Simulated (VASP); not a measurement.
# Sc (Fm-3m) in VASP: further runs

The runs below take Sc through single point, with PBE.

Program: VASP 6.6.1. These are calculated values, not measurements. Logs are shortened: lines on timing, memory, paths and dates and some standing lists are left out, and cuts for length are marked.

## 1. The cell of the first run

The structure is cubic, space group Fm-3m (No. 225). The conventional cell has a = 4.520 Å, b = 4.520 Å, c = 4.520 Å, α = 90.00°, β = 90.00°, γ = 90.00°. Sc (site symmetry m-3m) has 12 Sc at 3.20 Å within 4.2 Å.

This isn't the form of Sc at room conditions, which is hcp.

## 2. Single point, PBE

INCAR

```
  ALGO = Normal
  EDIFF = 1E-7
  ENCUT = 520
  GGA = PE
  ISIF = 2
  ISMEAR = 1
  LASPH = T
  LCHARG = F
  LREAL = F
  LWAVE = F
  NBANDS = 12
  NELM = 60
  PREC = Accurate
  SIGMA = 0.1
```

KPOINTS

```
k-points
0
Gamma
  7 7 7
```

POSCAR

```
Sc
1.0
    0.0000000000      2.2600000000      2.2600000000
    2.2600000000      0.0000000000      2.2600000000
    2.2600000000      2.2600000000      0.0000000000
Sc
1
Direct
    0.0000000000      0.0000000000      0.0000000000
```

Potentials or basis: VASP PAW PBE potentials, release 64 (Sc_sv).

Run with:

```sh
$ cat potpaw_PBE.64/Sc_sv/POTCAR > POTCAR
$ mpirun -np 1 vasp_std > vasp.out
```

OUTCAR:

```text
EDIFF = 1E-7
   ENCUT = 520
   GGA = PE
   ISIF = 2
   ISMEAR = 1
   LASPH = T
   LREAL = F
   NELM = 60
   PREC = Accurate

 ion  position               nearest neighbor table
   1  0.000  0.000  0.000-

  LATTYP: Found a face centered cubic cell.
 ALAT       =     4.5200000000

  Lattice vectors:

 A1 = (   0.0000000000,   2.2600000000,   2.2600000000)
 A2 = (   2.2600000000,   0.0000000000,   2.2600000000)
 A3 = (   2.2600000000,   2.2600000000,   0.0000000000)

Analysis of symmetry for initial positions (statically):
=====================================================================
 Subroutine PRICEL returns:
 Original cell was already a primitive cell.

 Routine SETGRP: Setting up the symmetry group for a
 face centered cubic supercell.

 Subroutine GETGRP returns: Found 48 space group operations
 (whereof 48 operations were pure point group operations)
 out of a pool of 48 trial point group operations.

The static configuration has the point symmetry O_h .

Analysis of symmetry for dynamics (positions and initial velocities):
=====================================================================
 Subroutine PRICEL returns:
 Original cell was already a primitive cell.

 Routine SETGRP: Setting up the symmetry group for a
 face centered cubic supercell.

 Subroutine GETGRP returns: Found 48 space group operations
 (whereof 48 operations were pure point group operations)
 out of a pool of 48 trial point group operations.

The dynamic configuration has the point symmetry O_h .

 Subroutine INISYM returns: Found 48 space group operations
 (whereof 48 operations are pure point group operations),
 and found     1 'primitive' translations

----------------------------------------------------------------------------------------

                                     Primitive cell

  volume of cell :      23.0864

  direct lattice vectors                    reciprocal lattice vectors
     0.000000000  2.260000000  2.260000000    -0.221238938  0.221238938  0.221238938
     2.260000000  0.000000000  2.260000000     0.221238938 -0.221238938  0.221238938
     2.260000000  2.260000000  0.000000000     0.221238938  0.221238938 -0.221238938

  length of vectors
     3.196122651  3.196122651  3.196122651     0.383197081  0.383197081  0.383197081

  position of ions in fractional coordinates (direct lattice)
     0.000000000  0.000000000  0.000000000

  ion indices of the primitive-cell ions
   primitive index   ion index
                 1           1

----------------------------------------------------------------------------------------

 KPOINTS: k-points

Automatic generation of k-mesh.
 Grid dimensions read from file:
 generate k-points for:    7    7    7

 Generating k-lattice:

  Cartesian coordinates                     Fractional coordinates (reciprocal lattice)
    -0.031605563  0.031605563  0.031605563     0.142857143  0.000000000  0.000000000
     0.031605563 -0.031605563  0.031605563     0.000000000  0.142857143  0.000000000
     0.031605563  0.031605563 -0.031605563     0.000000000  0.000000000  0.142857143

  Length of vectors
     0.054742440  0.054742440  0.054742440

  Shift w.r.t. Gamma in fractional coordinates (k-lattice)
     0.000000000  0.000000000  0.000000000

 Subroutine IBZKPT returns following result:
 ===========================================

 Found     20 irreducible k-points:

 Following reciprocal coordinates:
            Coordinates               Weight
  0.000000  0.000000  0.000000      1.000000
  0.142857  0.000000  0.000000      8.000000
  0.285714  0.000000  0.000000      8.000000
  0.428571  0.000000  0.000000      8.000000
  0.142857  0.142857  0.000000      6.000000
  0.285714  0.142857  0.000000     24.000000
[... 12 lines left out ...]
 -0.428571  0.428571  0.142857     24.000000
 -0.285714  0.428571  0.142857     24.000000
   k-points           NKPTS =     20   k-points in BZ     NKDIM =     20   number of bands    NBANDS=     12
   number of dos      NEDOS =    301   number of ions     NIONS =      1
   total plane-waves  NPLWV =  13824
   dimension x,y,z NGX =    24 NGY =   24 NGZ =   24
   dimension x,y,z NGXF=    48 NGYF=   48 NGZF=   48
   ions per type =               1
   NGX,Y,Z   is equivalent  to a cutoff of  12.48, 12.48, 12.48 a.u.
   NGXF,Y,Z  is equivalent  to a cutoff of  24.97, 24.97, 24.97 a.u.
 SYSTEM =  unknown system
   PREC   = accura    normal or accurate (medium, high low for compatibility)
   ISTART =      0    job   : 0-new  1-cont  2-samecut
   ICHARG =      2    charge: 1-file 2-atom 10-const
   ISPIN  =      1    spin polarized calculation?
   LNONCOLLINEAR =      F non collinear calculations
   LSORBIT =      F    spin-orbit coupling
   LASPH  =      T    aspherical Exc in radial PAW
   ENCUT  =  520.0 eV  38.22 Ry    6.18 a.u.   5.94  5.94  5.94*2*pi/ulx,y,z
   NELM   =     60;   NELMIN=  2; NELMDL= -5     # of ELM steps
   EDIFF  = 0.1E-06   stopping-criterion for ELM
   LREAL  =      F    real-space projection
   EDIFFG = 0.1E-05   stopping-criterion for IOM
   NSW    =      0    number of steps for IOM
   IBRION =     -1    ionic relax: 0-MD 1-quasi-New 2-CG
   NFREE  =      0    steps in history (QN), initial steepest desc. (CG)
   ISIF   =      2    stress and relaxation
   ISYM   =      2    0-nonsym 1-usesym 2-fastsym
   POTIM  = 0.5000    time-step for ionic-motion
   TEBEG  =    0.0;   TEEND  =   0.0 temperature during run
   PSTRESS=    0.0 pullay stress
   NELECT =      11.0000    total number of electrons
   NUPDOWN=      -1.0000    fix difference up-down
   EMIN   =  10.00;   EMAX   =-10.00  energy-range for DOS
   EFERMI =   0.00;   METHOD = LEGACY
   ISMEAR =     1;   SIGMA  =   0.10  broadening in eV -4-tet -1-fermi 0-gaus
   EFERMI_NEDOS =   21; number of points for ismear=-14 and -15
   IALGO  =     38    algorithm
   IMIX   =      4    mixing-type and parameters
     AMIX     =   0.40;   BMIX     =  1.00
     AMIX_MAG =   1.60;   BMIX_MAG =  1.00
  volume/ion in A,a.u.               =      23.09       155.79
  Fermi-wavevector in a.u.,A,eV,Ry     =   1.278657  2.416311 22.245021  1.634963
  Thomas-Fermi vector in A             =   2.411187
   LORBIT       =      0    0 simple, 1 ext, 2 COOP (PROOUT), +10 PAW based schemes
   GGA     = PE    functional components
   LHFCALC =     F    Hartree Fock is set to
   AEXX    =    0.0000 exact exchange contribution
   IVDW    =     0    specifies the selected vdW correction
   LEPSILON=     F    determine dielectric tensor
   LRPA    =     F    only Hartree local field effects (RPA)
 non-spin polarized calculation
 Methfessel and Paxton  Order N= 1 SIGMA  =   0.10
  energy-cutoff  :      520.00
  volume of cell :       23.09
 maximum number of plane-waves:       632
   NGX = 11   NGY = 11   NGZ = 11

 number of electron      11.0000000 magnetization

 Free energy of the ion-electron system (eV)
  ---------------------------------------------------
  ext. energy  EPLUGINS =         0.00000000
  ---------------------------------------------------
  free energy    TOTEN  =        -6.18490753 eV

  energy without entropy =       -6.18645509  energy(sigma->0) =       -6.18542339

 E-fermi :   4.1423     XC(G=0): -10.1389

 val. band max:        4.0012253037   @ k =  -0.2857   0.4286   0.1429
 cond. band min:       4.1622158625   @ k =  -0.4286   0.1429   0.0000
 fundamental gap:      0.1609905589
 Fermi energy:         4.1423270197

 k-point     1 :       0.0000    0.0000    0.0000
  band No.  band energies     occupation
      1     -45.1206      2.00000
      2     -23.4964      2.00000
      3     -23.4964      2.00000
      4     -23.4964      2.00000
      5      -1.1750      2.00000
      6       5.8107     -0.00000
      7       5.8107     -0.00000
      8       5.8107     -0.00000
      9       7.3134      0.00000
     10       7.3134      0.00000
     11      17.0018      0.00000
     12      20.6614      0.00000

 k-point     2 :       0.1429    0.0000    0.0000
  band No.  band energies     occupation
      1     -45.1059      2.00000
      2     -23.5920      2.00000
      3     -23.5085      2.00000
      4     -23.5085      2.00000
      5      -0.6385      2.00000
      6       5.4306     -0.00000
      7       5.9819     -0.00000
      8       5.9819     -0.00000
      9       7.2107      0.00000
     10       7.2107      0.00000
     11      17.2287      0.00000
     12      18.1044      0.00000

 k-point     3 :       0.2857    0.0000    0.0000
  band No.  band energies     occupation
      1     -45.0728      2.00000
      2     -23.8019      2.00000
      3     -23.5355      2.00000
      4     -23.5355      2.00000
      5       0.7435      2.00000
      6       4.7523     -0.00000
      7       5.9794     -0.00000
      8       5.9794     -0.00000
      9       7.5100      0.00000
     10       7.5100      0.00000
     11      14.3512      0.00000
     12      17.4467      0.00000

 k-point     4 :       0.4286    0.0000    0.0000
  band No.  band energies     occupation
      1     -45.0460      2.00000
      2     -23.9655      2.00000
      3     -23.5570      2.00000
      4     -23.5570      2.00000
      5       2.0910      2.00000
      6       4.4746     -0.00003
      7       5.7284     -0.00000
      8       5.7284     -0.00000
      9       8.1701      0.00000
     10       8.1701      0.00000
     11      11.8722      0.00000
     12      16.4960      0.00000

 k-point     5 :       0.1429    0.1429    0.0000
  band No.  band energies     occupation
      1     -45.1011      2.00000
      2     -23.5894      2.00000
      3     -23.5293      2.00000
      4     -23.5293      2.00000
      5      -0.4643      2.00000
      6       5.2429     -0.00000
      7       6.1387     -0.00000
      8       6.1387     -0.00000
      9       6.7427      0.00000
     10       7.4833      0.00000
     11      17.6961      0.00000
     12      18.7207      0.00000
[... 168 lines left out ...]
      1     -45.0493      2.00000
      2     -23.8295      2.00000
      3     -23.6495      2.00000
      4     -23.5762      2.00000
      5       1.8095      2.00000
      6       4.3103     -0.03885
      7       5.2109     -0.00000
      8       6.8494      0.00000
      9       7.1463      0.00000
     10       8.4954      0.00000
     11      14.7889      0.00000
     12      15.2118      0.00000

 k-point    18 :      -0.4286    0.2857    0.1429
  band No.  band energies     occupation
      1     -45.0293      2.00000
      2     -23.8923      2.00000
      3     -23.7095      2.00000
      4     -23.6070      2.00000
      5       3.0880      2.00000
      6       3.9857      2.04928
      7       4.8099     -0.00000
      8       6.6210      0.00000
      9       7.9791      0.00000
     10       9.4532      0.00000
     11      11.9340      0.00000
     12      15.0383      0.00000

 k-point    19 :      -0.4286    0.4286    0.1429
  band No.  band energies     occupation
      1     -45.0207      2.00000
      2     -23.8967      2.00000
      3     -23.7154      2.00000
      4     -23.6595      2.00000
      5       2.9208      2.00000
      6       3.8053      2.00002
      7       5.0952     -0.00000
      8       7.4235      0.00000
      9       8.2910      0.00000
     10       9.5128      0.00000
     11      13.2560      0.00000
     12      13.3224      0.00000

 k-point    20 :      -0.2857    0.4286    0.1429
  band No.  band energies     occupation
      1     -45.0184      2.00000
      2     -23.8346      2.00000
      3     -23.8051      2.00000
      4     -23.6516      2.00000
      5       3.4360      2.00000
      6       4.0012      2.06272
      7       4.6405     -0.00000
      8       6.9099      0.00000
      9       8.3054      0.00000
     10      10.9020      0.00000
     11      11.3150      0.00000
     12      13.0985      0.00000

------------------------ aborting loop because EDIFF is reached ----------------------------------------

  FORCE on cell =-STRESS in cart. coord.  units (eV):
  Direction    XX          YY          ZZ          XY          YZ          ZX
  --------------------------------------------------------------------------------------
  -------------------------------------------------------------------------------------
  Total        0.5391107      0.5391107      0.5391107      0.0000000     -0.0000000     -0.0000000
  in kB       37.4139230     37.4139230     37.4139230      0.0000000     -0.0000000     -0.0000000
  external PRESSURE =      37.4139230 kB  Pullay stress =       0.0000000 kB

 VOLUME and BASIS-vectors are now :
 -----------------------------------------------------------------------------
  energy-cutoff  :      520.00
  volume of cell :       23.09
      direct lattice vectors                 reciprocal lattice vectors
     0.000000000  2.260000000  2.260000000    -0.221238938  0.221238938  0.221238938
     2.260000000  0.000000000  2.260000000     0.221238938 -0.221238938  0.221238938
     2.260000000  2.260000000  0.000000000     0.221238938  0.221238938 -0.221238938

 POSITION                                       TOTAL-FORCE (eV/Angst)
 -----------------------------------------------------------------------------------
      0.00000      0.00000      0.00000         0.000000      0.000000     -0.000000
 -----------------------------------------------------------------------------------
    total drift:                                0.000000      0.000000      0.000000

  FREE ENERGIE OF THE ION-ELECTRON SYSTEM (eV)
  ---------------------------------------------------
  free  energy   TOTEN  =        -6.1849075350 eV

  energy  without entropy=       -6.1864550879  energy(sigma->0) =       -6.18542339
```

Wall time 7.8 s (1 thread of Intel Xeon Platinum 8259CL at 2.50GHz (Skylake/Cascade Lake), shared host); peak memory 0.13 GiB.

What came out:

```
Free energy            : -6.1849 eV
Pressure               : 3.7 GPa
Band gap on the k mesh : zero (an odd number of electrons rules out a gap without spin polarisation)
```

Caveat: the cell stands under pressure.

## 3. Single point, PBE

INCAR

```
SYSTEM = Sc
ALGO = Normal ; EDIFF = 1E-7
ENCUT = 520 ; GGA = PE
ISIF = 2 ; ISMEAR = 1
LASPH = .True. ; LCHARG = .False.
LREAL = .False. ; LWAVE = .False.
NBANDS = 12 ; NELM = 100
PREC = Accurate ; SIGMA = 0.1
```

KPOINTS

```
k-points
0
Gamma
  9 9 9
  0 0 0
```

POSCAR is that of step 2.

Potentials or basis: VASP PAW PBE potentials, release 64 (Sc_sv).

Run with:

```sh
$ cat potpaw_PBE.64/Sc_sv/POTCAR > POTCAR
$ mpirun -np 1 vasp_std > vasp.out
```

Run time: 10 s. Hardware: 1 thread of Intel Xeon Platinum 8259CL at 2.50GHz (Skylake/Cascade Lake), shared host; peak memory 0.14 GiB.

Results (log left out):

```
Free energy            : -6.1888 eV
Pressure               : 3.7 GPa
Band gap on the k mesh : zero (an odd number of electrons rules out a gap without spin polarisation)
```

Levels at points of the mesh, in eV from the Fermi level:
```tsv
k point	band 3	band 4	band 5	band 6	band 7	band 8
(0.00, 0.00, 0.00)	-27.70	-27.70	-5.37	1.61	1.61	1.61
```

Caveat: the cell stands under pressure.

## 4. Single point, PBE

INCAR

```
SYSTEM = Sc
ALGO = Normal ; EDIFF = 1E-6
ENCUT = 520 ; GGA = PE
ISIF = 2 ; ISMEAR = 1
LASPH = .True. ; LCHARG = .True.
LELF = .True. ; LREAL = .False.
LVHAR = .True. ; LWAVE = .False.
NBANDS = 12 ; NELM = 60
PREC = Accurate ; SIGMA = 0.1
```

KPOINTS

```
k-points
0
Gamma
  11 11 11
  0 0 0
```

POSCAR is that of step 3.

Run with:

```sh
$ cat potpaw_PBE.64/Sc_sv/POTCAR > POTCAR
$ mpirun -np 1 vasp_std > vasp.out
```

It took 11 s on 1 thread of Intel Xeon Platinum 8259CL at 2.50GHz (Skylake/Cascade Lake), shared host; peak memory 0.14 GiB.

Results (log left out):

- Free energy: -6.1822 eV
- Pressure: 3.7 GPa
- Band gap on the k mesh: zero (an odd number of electrons rules out a gap without spin polarisation)

Levels at points of the mesh, in eV from the Fermi level:
```tsv
k point	band 3	band 4	band 5	band 6	band 7	band 8
(0.00, 0.00, 0.00)	-27.63	-27.63	-5.31	1.68	1.68	1.68
```

Caveat: the cell stands under pressure.

## 5. The runs side by side

```csv
k mesh,gap on the mesh (eV),pressure (GPa)
7 × 7 × 7,none,3.7
9 × 9 × 9,none,3.7
11 × 11 × 11,none,3.7
```

Alike in all rows: task single point; level PBE; potentials or basis VASP PAW PBE potentials, release 64 (Sc_sv); no spin polarisation; cell as given; cutoff (eV) 520; smearing methfessel-paxton 0.1 eV.

Caveats: the cell stands under pressure.

Absolute energies hang on the potentials; compare differences alone.

The gap in the log of VASP goes by the Fermi energy; the results here count the filled bands.